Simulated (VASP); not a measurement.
# HC12 in VASP: notebook

The runs below take HC12 through single point, with PBE.

All numbers are computed with VASP 6.6.1; they aren't measurements. Logs are shortened: lines on timing, memory, paths and dates and some standing lists are left out, and cuts for length are marked.

## (1) The cell of the first run

The cell holds a slab with vacuum, 26 atoms: a = 5.051 Å, b = 5.051 Å, c = 22.375 Å, α = 90.00°, β = 90.00°, γ = 90.00°.

## (2) Single point, PBE

INCAR reads:

```
PREC = Accurate ; ENCUT = 520
EDIFF = 1E-6 ; ISMEAR = 0
SIGMA = 0.05 ; LREAL = Auto
LASPH = True ; NELM = 80
ALGO = Normal ; ISIF = 2
LWAVE = False ; LCHARG = False
LDIPOL = True ; IDIPOL = 3
DIPOL = 0.5 0.5 0.291 ; GGA = PE
NBANDS = 68
```

KPOINTS reads:

```
Automatic mesh
0
Gamma
  5 5 1
```

POSCAR reads:

```
HC12
1.0
    5.0509324483      0.0000000000      0.0000000000
    0.0000000000      5.0509324483      0.0000000000
    0.0000000000      0.0000000000     22.3754933530
C H
24 2
Direct
    0.0000000000      0.2500000000      0.1787670080
    0.0000000000      0.7500000000      0.1787670080
    0.5000000000      0.2500000000      0.1787670080
    0.5000000000      0.7500000000      0.1787670080
    0.0000000000      0.0000000000      0.2186716990
    0.0000000000      0.5000000000      0.2186716990
    0.5000000000      0.0000000000      0.2186716990
    0.5000000000      0.5000000000      0.2186716990
    0.2500000000      0.0000000000      0.2585763899
    0.2500000000      0.5000000000      0.2585763899
    0.7500000000      0.0000000000      0.2585763899
    0.7500000000      0.5000000000      0.2585763899
    0.2500000000      0.2500000000      0.2976014419
    0.2500000000      0.7500000000      0.2976014419
    0.7500000000      0.2500000000      0.2976014419
    0.7500000000      0.7500000000      0.2976014419
    0.0000000000      0.2500000000      0.3394883053
    0.0000000000      0.7500000000      0.3394883053
    0.5000000000      0.2500000000      0.3394883053
    0.5000000000      0.7500000000      0.3394883053
    0.0000000000      0.0000000000      0.3743154719
    0.0000000000      0.5000000000      0.3743154719
    0.5000000000      0.0000000000      0.3743154719
    0.5000000000      0.5000000000      0.3743154719
    0.8830908934      0.3750000000      0.4516322029
    1.1169091066      0.3750000000      0.4516322029
```

Potentials or basis: VASP PAW PBE potentials, release 64 (C, H).

Started as:

```console
cat potpaw_PBE.64/C/POTCAR potpaw_PBE.64/H/POTCAR > POTCAR
mpirun -np 1 vasp_std > vasp.out
```

OUTCAR:

```text
PREC = Accurate
   ENCUT = 520
   EDIFF = 1E-6
   ISMEAR = 0
   LREAL = Auto
   LASPH = True
   NELM = 80
   ISIF = 2
   GGA = PE

 ion  position               nearest neighbor table
   1  0.000  0.250  0.179-   5 1.55   6 1.55
   2  0.000  0.750  0.179-   5 1.55   6 1.55
   3  0.500  0.250  0.179-   7 1.55   8 1.55
   4  0.500  0.750  0.179-   7 1.55   8 1.55
   5  0.000  0.000  0.219-   9 1.55  11 1.55   1 1.55   2 1.55
   6  0.000  0.500  0.219-  10 1.55  12 1.55   1 1.55   2 1.55
   7  0.500  0.000  0.219-   9 1.55  11 1.55   3 1.55   4 1.55
   8  0.500  0.500  0.219-  10 1.55  12 1.55   3 1.55   4 1.55
   9  0.250  0.000  0.259-  13 1.54  14 1.54   5 1.55   7 1.55
  10  0.250  0.500  0.259-  13 1.54  14 1.54   6 1.55   8 1.55
[... 8 lines left out ...]
  19  0.500  0.250  0.339-  23 1.48  24 1.48  13 1.57  15 1.57
  20  0.500  0.750  0.339-  23 1.48  24 1.48  14 1.57  16 1.57
  21  0.000  0.000  0.374-  17 1.48  18 1.48
  22  0.000  0.500  0.374-  17 1.48  18 1.48
  23  0.500  0.000  0.374-  19 1.48  20 1.48
  24  0.500  0.500  0.374-  19 1.48  20 1.48
  25  0.883  0.375  0.452-
  26  0.117  0.375  0.452-

  LATTYP: Found a simple tetragonal cell.
 ALAT       =     5.0509324483
 C/A-ratio  =     4.4299727985

  Lattice vectors:

 A1 = (   5.0509324483,   0.0000000000,   0.0000000000)
 A2 = (   0.0000000000,   5.0509324483,   0.0000000000)
 A3 = (   0.0000000000,   0.0000000000,  22.3754933530)

Analysis of symmetry for initial positions (statically):
=====================================================================
 Subroutine PRICEL returns:
 Original cell was already a primitive cell.

 Routine SETGRP: Setting up the symmetry group for a
 simple tetragonal supercell.

 Subroutine GETGRP returns: Found  2 space group operations
 (whereof  2 operations were pure point group operations)
 out of a pool of 16 trial point group operations.

The static configuration has the point symmetry C_1h.

Analysis of symmetry for dynamics (positions and initial velocities):
=====================================================================
 Subroutine PRICEL returns:
 Original cell was already a primitive cell.

 Routine SETGRP: Setting up the symmetry group for a
 simple tetragonal supercell.

 Subroutine GETGRP returns: Found  2 space group operations
 (whereof  2 operations were pure point group operations)
 out of a pool of 16 trial point group operations.

The dynamic configuration has the point symmetry C_1h.

 Subroutine INISYM returns: Found  2 space group operations
 (whereof  2 operations are pure point group operations),
 and found     1 'primitive' translations

----------------------------------------------------------------------------------------

                                     Primitive cell

  volume of cell :     570.8418

  direct lattice vectors                    reciprocal lattice vectors
     5.050932448  0.000000000  0.000000000     0.197983246  0.000000000  0.000000000
     0.000000000  5.050932448  0.000000000     0.000000000  0.197983246  0.000000000
     0.000000000  0.000000000 22.375493353     0.000000000  0.000000000  0.044691752

  length of vectors
     5.050932448  5.050932448 22.375493353     0.197983246  0.197983246  0.044691752

  position of ions in fractional coordinates (direct lattice)
     0.000000000  0.250000000  0.178767008
     0.000000000  0.750000000  0.178767008
     0.500000000  0.250000000  0.178767008
     0.500000000  0.750000000  0.178767008
     0.000000000  0.000000000  0.218671699
     0.000000000  0.500000000  0.218671699
[... 18 lines left out ...]
     0.883090893  0.375000000  0.451632203
     0.116909107  0.375000000  0.451632203

  ion indices of the primitive-cell ions
   primitive index   ion index
                 1           1
                 2           2
                 3           3
                 4           4
                 5           5
                 6           6
[... 18 lines left out ...]
                25          25
                26          26

----------------------------------------------------------------------------------------

 KPOINTS: Automatic mesh

Automatic generation of k-mesh.
 Grid dimensions read from file:
 generate k-points for:    5    5    1

 Generating k-lattice:

  Cartesian coordinates                     Fractional coordinates (reciprocal lattice)
     0.039596649  0.000000000  0.000000000     0.200000000  0.000000000  0.000000000
     0.000000000  0.039596649  0.000000000     0.000000000  0.200000000  0.000000000
     0.000000000  0.000000000  0.044691752     0.000000000  0.000000000  1.000000000

  Length of vectors
     0.039596649  0.039596649  0.044691752

  Shift w.r.t. Gamma in fractional coordinates (k-lattice)
     0.000000000  0.000000000  0.000000000

 Subroutine IBZKPT returns following result:
 ===========================================

 Found      9 irreducible k-points:

 Following reciprocal coordinates:
            Coordinates               Weight
  0.000000  0.000000  0.000000      1.000000
  0.200000  0.000000  0.000000      2.000000
  0.000000  0.200000  0.000000      2.000000
  0.400000  0.000000  0.000000      2.000000
  0.000000  0.400000  0.000000      2.000000
  0.200000  0.200000  0.000000      4.000000
  0.400000  0.200000  0.000000      4.000000
 -0.200000  0.400000  0.000000      4.000000
  0.400000  0.400000  0.000000      4.000000
   k-points           NKPTS =      9   k-points in BZ     NKDIM =      9   number of bands    NBANDS=     68
   number of dos      NEDOS =    301   number of ions     NIONS =     26
   total plane-waves  NPLWV = 268800
   dimension x,y,z NGX =    40 NGY =   40 NGZ =  168
   dimension x,y,z NGXF=    80 NGYF=   80 NGZF=  336
   ions per type =              24   2
   NGX,Y,Z   is equivalent  to a cutoff of  13.17, 13.17, 12.48 a.u.
   NGXF,Y,Z  is equivalent  to a cutoff of  26.33, 26.33, 24.96 a.u.
 SYSTEM =  unknown system
   PREC   = accura    normal or accurate (medium, high low for compatibility)
   ISTART =      0    job   : 0-new  1-cont  2-samecut
   ICHARG =      2    charge: 1-file 2-atom 10-const
   ISPIN  =      1    spin polarized calculation?
   LNONCOLLINEAR =      F non collinear calculations
   LSORBIT =      F    spin-orbit coupling
   LASPH  =      T    aspherical Exc in radial PAW
   ENCUT  =  520.0 eV  38.22 Ry    6.18 a.u.   9.39  9.39 41.60*2*pi/ulx,y,z
   NELM   =     80;   NELMIN=  2; NELMDL= -5     # of ELM steps
   EDIFF  = 0.1E-05   stopping-criterion for ELM
   LREAL  =      T    real-space projection
   EDIFFG = 0.1E-04   stopping-criterion for IOM
   NSW    =      0    number of steps for IOM
   IBRION =     -1    ionic relax: 0-MD 1-quasi-New 2-CG
   NFREE  =      0    steps in history (QN), initial steepest desc. (CG)
   ISIF   =      2    stress and relaxation
   ISYM   =      2    0-nonsym 1-usesym 2-fastsym
   POTIM  = 0.5000    time-step for ionic-motion
   TEBEG  =    0.0;   TEEND  =   0.0 temperature during run
   PSTRESS=    0.0 pullay stress
   NELECT =      98.0000    total number of electrons
   NUPDOWN=      -1.0000    fix difference up-down
   EMIN   =  10.00;   EMAX   =-10.00  energy-range for DOS
   EFERMI =   0.00;   METHOD = LEGACY
   ISMEAR =     0;   SIGMA  =   0.05  broadening in eV -4-tet -1-fermi 0-gaus
   EFERMI_NEDOS =   21; number of points for ismear=-14 and -15
   IALGO  =     38    algorithm
   IMIX   =      4    mixing-type and parameters
     AMIX     =   0.40;   BMIX     =  1.00
     AMIX_MAG =   1.60;   BMIX_MAG =  1.00
  volume/ion in A,a.u.               =      21.96       148.16
  Fermi-wavevector in a.u.,A,eV,Ry     =   0.909868  1.719401 11.263710  0.827859
  Thomas-Fermi vector in A             =   2.033963
   LORBIT       =      0    0 simple, 1 ext, 2 COOP (PROOUT), +10 PAW based schemes
   GGA     = PE    functional components
   LHFCALC =     F    Hartree Fock is set to
   AEXX    =    0.0000 exact exchange contribution
   IVDW    =     0    specifies the selected vdW correction
   LEPSILON=     F    determine dielectric tensor
   LRPA    =     F    only Hartree local field effects (RPA)
 non-spin polarized calculation
 Gauss-broadening in eV      SIGMA  =   0.05
  energy-cutoff  :      520.00
  volume of cell :      570.84
 maximum number of plane-waves:     15407
 NGX is ok and might be reduce to    40
   NGX = 19   NGY = 19   NGZ = 83

 dipolmoment           0.000000      0.000000      0.485472 electrons x Angstroem

 number of electron      98.0000007 magnetization

 dipolmoment           0.000000      0.000000     -0.295647 electrons x Angstroem

 Free energy of the ion-electron system (eV)
  ---------------------------------------------------
  ext. energy  EPLUGINS =         0.00000000
  ---------------------------------------------------
  free energy    TOTEN  =      -196.74236960 eV

  energy without entropy =     -196.73262081  energy(sigma->0) =     -196.73749521

 E-fermi :  -2.4797     XC(G=0):  -4.3553

 val. band max:       -2.4867372168   @ k =   0.4000   0.4000   0.0000
 cond. band min:      -2.4515725690   @ k =   0.0000   0.2000   0.0000
 fundamental gap:      0.0351646478
 Fermi energy:        -2.4796843616

 k-point     1 :       0.0000    0.0000    0.0000
  band No.  band energies     occupation
      1     -23.4161      2.00000
      2     -20.7575      2.00000
      3     -19.2489      2.00000
      4     -19.2402      2.00000
      5     -19.0699      2.00000
      6     -19.0188      2.00000
[... 53 lines left out ...]
     60       2.1987      0.00000
     61       2.6629      0.00000

 k-point     2 :       0.2000    0.0000    0.0000
  band No.  band energies     occupation
      1     -23.2351      2.00000
      2     -20.6285      2.00000
      3     -20.5530      2.00000
      4     -19.0790      2.00000
      5     -18.8917      2.00000
      6     -18.3949      2.00000
[... 437 lines left out ...]
     60       4.2304      0.00000
     61       4.2592      0.00000

 k-point     9 :       0.4000    0.4000    0.0000
  band No.  band energies     occupation
      1     -21.9794      2.00000
      2     -21.1069      2.00000
      3     -21.0827      2.00000
      4     -20.2206      2.00000
      5     -19.4218      2.00000
      6     -18.6519      2.00000
[... 53 lines left out ...]
     60       4.1685      0.00000
     61       4.5689      0.00000
 [bands above 61 left out]

------------------------ aborting loop because EDIFF is reached ----------------------------------------

 vacuum level on the upper side and lower side of the slab       (xc-potential included)        -1.140         0.899

  FORCE on cell =-STRESS in cart. coord.  units (eV):
  Direction    XX          YY          ZZ          XY          YZ          ZX
  --------------------------------------------------------------------------------------
  -------------------------------------------------------------------------------------
  Total      -26.8262556     -3.7833706     -8.4868972      0.0000000      0.7893803      0.0000000
  in kB      -75.2930519    -10.6187581    -23.8201112      0.0000000      2.2155478      0.0000000
  external PRESSURE =     -36.5773070 kB  Pullay stress =       0.0000000 kB

 VOLUME and BASIS-vectors are now :
 -----------------------------------------------------------------------------
  energy-cutoff  :      520.00
  volume of cell :      570.84
      direct lattice vectors                 reciprocal lattice vectors
     5.050932448  0.000000000  0.000000000     0.197983246  0.000000000  0.000000000
     0.000000000  5.050932448  0.000000000     0.000000000  0.197983246  0.000000000
     0.000000000  0.000000000 22.375493353     0.000000000  0.000000000  0.044691752

 POSITION                                       TOTAL-FORCE (eV/Angst)
 -----------------------------------------------------------------------------------
      0.00000      1.26273      4.00000         0.000000      0.032474      2.124856
      0.00000      3.78820      4.00000         0.000000     -0.032959      2.130821
      2.52547      1.26273      4.00000         0.000000      0.044115      2.080441
      2.52547      3.78820      4.00000         0.000000     -0.044294      2.053794
      0.00000      0.00000      4.89289         0.000000     -0.003059     -2.614458
      0.00000      2.52547      4.89289         0.000000      0.002744     -2.603312
[... 18 lines left out ...]
      4.46043      1.89410     10.10549         2.841203      0.229984     -0.781531
      0.59050      1.89410     10.10549        -2.841203      0.229984     -0.781531
 -----------------------------------------------------------------------------------
    total drift:                                0.000000      0.000002      0.045008

  FREE ENERGIE OF THE ION-ELECTRON SYSTEM (eV)
  ---------------------------------------------------
  free  energy   TOTEN  =      -196.7423695992 eV

  energy  without entropy=     -196.7326208115  energy(sigma->0) =     -196.73749521

 vacuum level on the upper side and lower side of the slab         2.869         4.954
```

It took 36 min on 1 thread of Intel Xeon 8259CL, shared host; peak memory 0.63 GiB.

Results:

* Free energy: -196.7424 eV
* Largest force: 2.956 eV/Å
* Band gap on the k mesh: zero (bands 49 and 50 overlap by 0.27 eV)

Forces on the atoms (eV/Å):
```
C    0.000  0.032  2.125
C    0.000 -0.033  2.131
C    0.000  0.044  2.080
C    0.000 -0.044  2.054
C    0.000 -0.003 -2.614
C    0.000  0.003 -2.603
C    0.000 -0.055 -2.366
C    0.000  0.036 -2.447
C    0.039  0.043  0.245
C    0.166 -0.024  0.268
C   -0.039  0.043  0.245
C   -0.166 -0.024  0.268
C    0.135  0.102  0.054
C    0.112 -0.179  0.133
C   -0.135  0.102  0.054
C   -0.112 -0.179  0.133
C    0.000 -0.308  0.465
C    0.000  0.626  0.536
C    0.000 -0.020 -0.234
C    0.000  0.016  0.024
C    0.000  0.234  0.426
C    0.000 -0.830  0.280
C    0.000  0.200  0.004
C    0.000 -0.241  0.303
H    2.841  0.230 -0.782
H   -2.841  0.230 -0.782
```

## (3) Single point, PBE

INCAR reads:

```
SYSTEM = HC12
ALGO = Normal ; DIPOL = 0.5 0.5 0.296
EDIFF = 1E-6 ; ENCUT = 520
GGA = PE ; IDIPOL = 3
ISIF = 2 ; ISMEAR = 0
LASPH = .TRUE. ; LCHARG = .FALSE.
LDIPOL = .TRUE. ; LREAL = Auto
LWAVE = .FALSE. ; NBANDS = 68
NELM = 80 ; PREC = Accurate
SIGMA = 0.05
```

KPOINTS reads:

```
k-points
0
G
  5 5 1
  0 0 0
```

POSCAR, as its differences from that of step 2:

```diff
@@ -32,3 +32,3 @@
     0.5000000000      0.5000000000      0.3743154719
-    0.8830908934      0.3750000000      0.4516322029
-    1.1169091066      0.3750000000      0.4516322029
+    0.9257562829      0.3750000000      0.5083907279
+    1.0742437171      0.3750000000      0.5083907279
```

Potentials or basis: VASP PAW PBE potentials, release 64 (C, H).

Started as:

```console
cat potpaw_PBE.64/C/POTCAR potpaw_PBE.64/H/POTCAR > POTCAR
mpirun -np 1 vasp_std > vasp.out
```

It took 9.4 min on 1 thread of Intel Xeon 6975P-C (Granite Rapids), shared host; peak memory 0.65 GiB.

Results (log left out):

```yaml
Free_energy: -197.8746 eV
Largest_force: 2.621 eV/Å
Band_gap_on_the_k_mesh: zero (bands 49 and 50 overlap by 0.08 eV)
```

Forces on the atoms (eV/Å):
```
C    0.000  0.000  2.224
C    0.000  0.000  2.225
C    0.000  0.001  2.214
C    0.000 -0.001  2.213
C    0.000  0.000 -2.621
C    0.000  0.000 -2.619
C    0.000  0.000 -2.594
C    0.000  0.000 -2.597
C    0.011  0.000  0.357
C    0.017  0.000  0.358
C   -0.011  0.000  0.357
C   -0.017  0.000  0.358
C    0.035  0.001  0.013
C    0.029 -0.001  0.014
C   -0.035  0.001  0.013
C   -0.029 -0.001  0.014
C    0.000 -0.004  0.041
C    0.000  0.006  0.017
C    0.000  0.005 -0.060
C    0.000 -0.006 -0.038
C    0.000 -0.011  0.017
C    0.000  0.018 -0.054
C    0.000  0.008  0.043
C    0.000 -0.005  0.053
H   -0.004 -0.005  0.026
H    0.004 -0.005  0.026
```

Levels at points of the mesh, in eV from the Fermi level:
```csv
k point,band 47,band 48,band 49,band 50,band 51,band 52
"(0.00, 0.00, 0.00)",-0.79,-0.19,-0.18,-0.03,0.24,0.42
```

(Part 1 of 2 ends here.)

The gap in the log of VASP goes by the Fermi energy; the results here count the filled bands.